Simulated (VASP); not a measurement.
# TiC (I4/mmm) in VASP: notebook

The runs below take TiC through single point, with PBEsol.

All numbers are computed with VASP 6.6.1; they aren't measurements. Logs are shortened: lines on timing, memory, paths and dates and some standing lists are left out, and cuts for length are marked.

## Step 1: The cell of the first run

Symmetry: I4/mmm, No. 139, tetragonal system. The conventional cell has a = 3.533 Å, b = 3.533 Å, c = 3.248 Å, α = 90.00°, β = 90.00°, γ = 90.00°. Ti (site symmetry 4/mmm) has 2 C at 1.62 Å within 2.2 Å. C (site symmetry 4/mmm) has 2 Ti at 1.62 Å within 2.2 Å.

## Step 2: Single point, PBEsol

The input, INCAR:

```
PREC = Accurate
ENCUT = 520
EDIFF = 1E-6
ISMEAR = 0
SIGMA = 0.15
LREAL = False
LASPH = True
NELM = 80
ALGO = Normal
ISIF = 2
LWAVE = False
LCHARG = False
GGA = PS
NBANDS = 15
```

The input, KPOINTS:

```
regular mesh
0
Gamma
  20 20 20
```

The input, POSCAR:

```
TiC
1.0
    0.0000000000      2.4981555169      1.6238010860
    2.4981555169      0.0000000000      1.6238010860
    2.4981555169      2.4981555169      0.0000000000
Ti C
1 1
Direct
    0.0000000000      0.0000000000      0.0000000000
    0.5000000000      0.5000000000      0.5000000000
```

Potentials or basis: VASP PAW PBE potentials, release 64 (Ti_sv, C).

Run with:

```sh
$ cat potpaw_PBE.64/Ti_sv/POTCAR potpaw_PBE.64/C/POTCAR > POTCAR
$ mpirun -np 1 vasp_std > vasp.out
```

OUTCAR:

```text
PREC = Accurate
   ENCUT = 520
   EDIFF = 1E-6
   ISMEAR = 0
   LREAL = False
   LASPH = True
   NELM = 80
   ISIF = 2
   GGA = PS

 ion  position               nearest neighbor table
   1  0.000  0.000  0.000-   2 1.62   2 1.62
   2  0.500  0.500  0.500-   1 1.62   1 1.62

  LATTYP: Found a body centered tetragonal cell.
 ALAT       =     3.5329254129
 C/A-ratio  =     0.9192388156

  Lattice vectors:

 A1 = (   0.0000000000,  -2.4981555169,  -1.6238010860)
 A2 = (   0.0000000000,   2.4981555169,  -1.6238010860)
 A3 = (   2.4981555169,   0.0000000000,   1.6238010860)

Analysis of symmetry for initial positions (statically):
=====================================================================
 Subroutine PRICEL returns:
 Original cell was already a primitive cell.

 Routine SETGRP: Setting up the symmetry group for a
 body centered tetragonal supercell.

 Subroutine GETGRP returns: Found 16 space group operations
 (whereof 16 operations were pure point group operations)
 out of a pool of 16 trial point group operations.

The static configuration has the point symmetry D_4h.

Analysis of symmetry for dynamics (positions and initial velocities):
=====================================================================
 Subroutine PRICEL returns:
 Original cell was already a primitive cell.

 Routine SETGRP: Setting up the symmetry group for a
 body centered tetragonal supercell.

 Subroutine GETGRP returns: Found 16 space group operations
 (whereof 16 operations were pure point group operations)
 out of a pool of 16 trial point group operations.

The dynamic configuration has the point symmetry D_4h.

 Subroutine INISYM returns: Found 16 space group operations
 (whereof 16 operations are pure point group operations),
 and found     1 'primitive' translations

----------------------------------------------------------------------------------------

                                     Primitive cell

  volume of cell :      20.2676

  direct lattice vectors                    reciprocal lattice vectors
     0.000000000  2.498155517  1.623801086    -0.200147668  0.200147668  0.307919489
     2.498155517  0.000000000  1.623801086     0.200147668 -0.200147668  0.307919489
     2.498155517  2.498155517  0.000000000     0.200147668  0.200147668 -0.307919489

  length of vectors
     2.979515221  2.979515221  3.532925413     0.418249434  0.418249434  0.418249434

  position of ions in fractional coordinates (direct lattice)
     0.000000000  0.000000000  0.000000000
     0.500000000  0.500000000  0.500000000

  ion indices of the primitive-cell ions
   primitive index   ion index
                 1           1
                 2           2

----------------------------------------------------------------------------------------

 KPOINTS: regular mesh

Automatic generation of k-mesh.
 Grid dimensions read from file:
 generate k-points for:   20   20   20

 Generating k-lattice:

  Cartesian coordinates                     Fractional coordinates (reciprocal lattice)
    -0.010007383  0.010007383  0.015395974     0.050000000 -0.000000000  0.000000000
     0.010007383 -0.010007383  0.015395974    -0.000000000  0.050000000  0.000000000
     0.010007383  0.010007383 -0.015395974     0.000000000  0.000000000  0.050000000

  Length of vectors
     0.020912472  0.020912472  0.020912472

  Shift w.r.t. Gamma in fractional coordinates (k-lattice)
     0.000000000  0.000000000  0.000000000

 Subroutine IBZKPT returns following result:
 ===========================================

 Found    641 irreducible k-points:

 Following reciprocal coordinates:
            Coordinates               Weight
  0.000000  0.000000  0.000000      1.000000
  0.050000  0.000000  0.000000      8.000000
  0.100000  0.000000  0.000000      8.000000
  0.150000  0.000000  0.000000      8.000000
  0.200000  0.000000  0.000000      8.000000
  0.250000  0.000000  0.000000      8.000000
[... 16 lines left out ...]
 -0.400000  0.050000  0.000000      8.000000
 -0.350000  0.050000  0.000000      8.000000
 [... further k-points ...]
   k-points           NKPTS =    641   k-points in BZ     NKDIM =    641   number of bands    NBANDS=     15
   number of dos      NEDOS =    301   number of ions     NIONS =      2
   total plane-waves  NPLWV =  16128
   dimension x,y,z NGX =    24 NGY =   24 NGZ =   28
   dimension x,y,z NGXF=    48 NGYF=   48 NGZF=   56
   ions per type =               1   1
   NGX,Y,Z   is equivalent  to a cutoff of  13.39, 13.39, 13.18 a.u.
   NGXF,Y,Z  is equivalent  to a cutoff of  26.78, 26.78, 26.35 a.u.
 SYSTEM =  unknown system
   PREC   = accura    normal or accurate (medium, high low for compatibility)
   ISTART =      0    job   : 0-new  1-cont  2-samecut
   ICHARG =      2    charge: 1-file 2-atom 10-const
   ISPIN  =      1    spin polarized calculation?
   LNONCOLLINEAR =      F non collinear calculations
   LSORBIT =      F    spin-orbit coupling
   LASPH  =      T    aspherical Exc in radial PAW
   ENCUT  =  520.0 eV  38.22 Ry    6.18 a.u.   5.54  5.54  6.57*2*pi/ulx,y,z
   NELM   =     80;   NELMIN=  2; NELMDL= -5     # of ELM steps
   EDIFF  = 0.1E-05   stopping-criterion for ELM
   LREAL  =      F    real-space projection
   EDIFFG = 0.1E-04   stopping-criterion for IOM
   NSW    =      0    number of steps for IOM
   IBRION =     -1    ionic relax: 0-MD 1-quasi-New 2-CG
   NFREE  =      0    steps in history (QN), initial steepest desc. (CG)
   ISIF   =      2    stress and relaxation
   ISYM   =      2    0-nonsym 1-usesym 2-fastsym
   POTIM  = 0.5000    time-step for ionic-motion
   TEBEG  =    0.0;   TEEND  =   0.0 temperature during run
   PSTRESS=    0.0 pullay stress
   NELECT =      16.0000    total number of electrons
   NUPDOWN=      -1.0000    fix difference up-down
   EMIN   =  10.00;   EMAX   =-10.00  energy-range for DOS
   EFERMI =   0.00;   METHOD = LEGACY
   ISMEAR =     0;   SIGMA  =   0.15  broadening in eV -4-tet -1-fermi 0-gaus
   EFERMI_NEDOS =   21; number of points for ismear=-14 and -15
   IALGO  =     38    algorithm
   IMIX   =      4    mixing-type and parameters
     AMIX     =   0.40;   BMIX     =  1.00
     AMIX_MAG =   1.60;   BMIX_MAG =  1.00
  volume/ion in A,a.u.               =      10.13        68.39
  Fermi-wavevector in a.u.,A,eV,Ry     =   1.513030  2.859212 31.147275  2.289260
  Thomas-Fermi vector in A             =   2.622876
   LORBIT       =      0    0 simple, 1 ext, 2 COOP (PROOUT), +10 PAW based schemes
   GGA     = PS    functional components
   LHFCALC =     F    Hartree Fock is set to
   AEXX    =    0.0000 exact exchange contribution
   IVDW    =     0    specifies the selected vdW correction
   LEPSILON=     F    determine dielectric tensor
   LRPA    =     F    only Hartree local field effects (RPA)
 non-spin polarized calculation
 Gauss-broadening in eV      SIGMA  =   0.15
  energy-cutoff  :      520.00
  volume of cell :       20.27
 maximum number of plane-waves:       570
 NGX is ok and might be reduce to    24

 number of electron      15.9999998 magnetization

 Free energy of the ion-electron system (eV)
  ---------------------------------------------------
  ext. energy  EPLUGINS =         0.00000000
  ---------------------------------------------------
  free energy    TOTEN  =       -14.90244009 eV

  energy without entropy =      -14.89307604  energy(sigma->0) =      -14.89775806

 E-fermi :   9.7829     XC(G=0): -12.5665

 val. band max:        9.7822939448   @ k =  -0.2500   0.4500   0.2500
 cond. band min:       9.7843674086   @ k =   0.0500   0.0500   0.0000
 fundamental gap:      0.0020734638
 Fermi energy:         9.7828879882

 k-point     1 :       0.0000    0.0000    0.0000
  band No.  band energies     occupation
      1     -46.5154      2.00000
      2     -23.5498      2.00000
      3     -22.5683      2.00000
      4     -22.5683      2.00000
      5      -3.1041      2.00000
      6       8.4401      2.00000
      7       9.7081      1.51910
      8       9.8189      0.73410
      9       9.8189      0.73409
     10      10.0036      0.03746
     11      10.0036      0.03746
     12      12.4234      0.00000
     13      14.3018      0.00000
     14      24.1728      0.00000
     15      25.7388      0.00000

 k-point     2 :       0.0500    0.0000    0.0000
  band No.  band energies     occupation
      1     -46.5134      2.00000
      2     -23.5565      2.00000
      3     -22.5740      2.00000
      4     -22.5722      2.00000
      5      -3.0304      2.00000
      6       8.1935      2.00000
      7       8.9620      2.00000
      8       9.2550      2.00000
      9       9.7974      0.89133
     10      10.8270      0.00000
     11      10.8893      0.00000
     12      12.4097      0.00000
     13      14.2221      0.00000
     14      24.2486      0.00000
     15      25.4482      0.00000

 k-point     3 :       0.1000    0.0000    0.0000
  band No.  band energies     occupation
      1     -46.5078      2.00000
      2     -23.5766      2.00000
      3     -22.5899      2.00000
      4     -22.5834      2.00000
      5      -2.8117      2.00000
      6       7.5271      2.00000
      7       8.1124      2.00000
      8       8.9641      2.00000
      9       9.9696      0.07837
     10      11.7403      0.00000
     11      11.9151      0.00000
     12      12.4199      0.00000
     13      14.0447      0.00000
     14      24.2923      0.00000
     15      24.8851      0.00000
[... 343 lines left out ...]
 k-point    23 :      -0.4000    0.0500    0.0000
  band No.  band energies     occupation
      1     -46.4414      2.00000
      2     -23.8331      2.00000
      3     -22.7263      2.00000
      4     -22.7188      2.00000
      5       0.4478      2.00000
      6       3.8591      2.00000
      7       5.0775      2.00000
      8       6.4209      2.00000
      9      11.7806      0.00000
     10      12.6365      0.00000
     11      14.2997      0.00000
     12      16.8058      0.00000
     13      18.0214      0.00000
     14      18.1716      0.00000
     15      22.2116      0.00000

 k-point    24 :      -0.3500    0.0500    0.0000
  band No.  band energies     occupation
      1     -46.4501      2.00000
      2     -23.7900      2.00000
      3     -22.7185      2.00000
      4     -22.7023      2.00000
      5      -0.3086      2.00000
      6       4.2613      2.00000
      7       5.3870      2.00000
      8       7.2484      2.00000
      9      11.8931      0.00000
     10      12.1735      0.00000
     11      13.7598      0.00000
     12      16.1554      0.00000
     13      17.3329      0.00000
     14      19.0105      0.00000
     15      23.0069      0.00000

 [... further k-points ...]

------------------------ aborting loop because EDIFF is reached ----------------------------------------

  FORCE on cell =-STRESS in cart. coord.  units (eV):
  Direction    XX          YY          ZZ          XY          YZ          ZX
  --------------------------------------------------------------------------------------
  -------------------------------------------------------------------------------------
  Total       -3.1762752     -3.1762752     33.5934331      0.0000000     -0.0000000      0.0000000
  in kB     -251.0885706   -251.0885706   2655.6033417      0.0000000     -0.0000000      0.0000000
  external PRESSURE =     717.8087335 kB  Pullay stress =       0.0000000 kB

 VOLUME and BASIS-vectors are now :
 -----------------------------------------------------------------------------
  energy-cutoff  :      520.00
  volume of cell :       20.27
      direct lattice vectors                 reciprocal lattice vectors
     0.000000000  2.498155517  1.623801086    -0.200147668  0.200147668  0.307919489
     2.498155517  0.000000000  1.623801086     0.200147668 -0.200147668  0.307919489
     2.498155517  2.498155517  0.000000000     0.200147668  0.200147668 -0.307919489

 POSITION                                       TOTAL-FORCE (eV/Angst)
 -----------------------------------------------------------------------------------
      0.00000      0.00000      0.00000        -0.000000      0.000000      0.000000
      2.49816      2.49816      1.62380         0.000000     -0.000000      0.000000
 -----------------------------------------------------------------------------------
    total drift:                                0.000000     -0.000000     -0.000000

  FREE ENERGIE OF THE ION-ELECTRON SYSTEM (eV)
  ---------------------------------------------------
  free  energy   TOTEN  =       -14.9024400921 eV

  energy  without entropy=      -14.8930760358  energy(sigma->0) =      -14.89775806
```

Run time: 4.7 min. Hardware: 1 thread of Intel Xeon 8259CL, shared host; peak memory 0.32 GiB.

Results:

```yaml
Free_energy: -14.9024 eV
Pressure: 71.8 GPa
Band_gap_on_the_k_mesh: zero (bands 8 and 9 overlap by 2.20 eV)
```

Levels at points of the mesh, in eV from the Fermi level:
```
           k point  band 4  band 5  band 6  band 7  band 8  band 9  band 10  band 11  band 12  band 13
(0.00, 0.00, 0.00)  -32.35  -12.89   -1.34   -0.07    0.04    0.04     0.22     0.22     2.64     4.52
(0.50, 0.00, 0.00)  -32.50   -7.73   -6.58   -5.05   -5.00    1.95     3.26     5.76     6.67     8.19
(0.50, 0.50, 0.00)  -32.75  -11.09   -2.54   -2.51   -2.51    1.86     2.67     2.67     3.44     8.38
(0.50, 0.00, 0.50)  -32.33  -11.43   -5.01   -0.99    0.01    0.47     2.40     2.99     3.56     5.59
```

Caveat: the stress differs along the axes, from -25 to 266 GPa; the PAW data sets were made with another functional, which shifts forces and pressure a little.

## Step 3: Single point, PBEsol

This run uses another cell than the first one, of the same volume but with other edges.

The input, INCAR:

```
PREC = Accurate ; ENCUT = 520
EDIFF = 1E-7 ; ISMEAR = 0
SIGMA = 0.15 ; LREAL = F
LASPH = T ; NELM = 80
ALGO = Normal ; ISIF = 2
LWAVE = F ; LCHARG = F
GGA = PS ; NBANDS = 15
```

The input, KPOINTS:

```
Automatic mesh
0
Gamma
  20 20 20
```

The input, POSCAR:

```
TiC
1.0
    0.0000000000      1.8904281257      2.8356421885
    1.8904281257      0.0000000000      2.8356421885
    1.8904281257      1.8904281257      0.0000000000
Ti C
1 1
Direct
    0.0000000000      0.0000000000      0.0000000000
    0.5000000000      0.5000000000      0.5000000000
```

Potentials or basis: VASP PAW PBE potentials, release 64 (Ti_sv, C).

Run with:

```sh
$ cat potpaw_PBE.64/Ti_sv/POTCAR potpaw_PBE.64/C/POTCAR > POTCAR
$ mpirun -np 1 vasp_std > vasp.out
```

Wall time 6.1 min (1 thread of Intel Xeon 8259CL, shared host); peak memory 0.31 GiB.

The run converged. Its results:

```yaml
Free_energy: -17.3839 eV
Pressure: 64.9 GPa
Band_gap_on_the_k_mesh: zero (bands 8 and 9 overlap by 2.71 eV)
```

Stress tensor (GPa, compression positive):
```
113.57   0.00   0.00
  0.00 113.57   0.00
  0.00   0.00 -32.42
```

Levels at points of the mesh, in eV from the Fermi level:
| k point | band 6 | band 7 | band 8 | band 9 | band 10 | band 11 |
| --- | --- | --- | --- | --- | --- | --- |
| (0.00, 0.00, 0.00) | -1.32 | -1.13 | 0.18 | 2.29 | 2.29 | 2.47 |
| (0.50, 0.00, 0.00) | -6.02 | -4.23 | -3.49 | 3.02 | 3.31 | 5.65 |
| (0.50, 0.50, 0.00) | -5.06 | -1.66 | 2.03 | 2.03 | 3.33 | 3.44 |
| (0.50, 0.00, 0.50) | -1.49 | -1.25 | -0.16 | -0.16 | 1.69 | 2.52 |

Caveat: the stress differs along the axes, from -32 to 114 GPa; the PAW data sets were made with another functional, which shifts forces and pressure a little.

The gap in the log of VASP goes by the Fermi energy; the results here count the filled bands.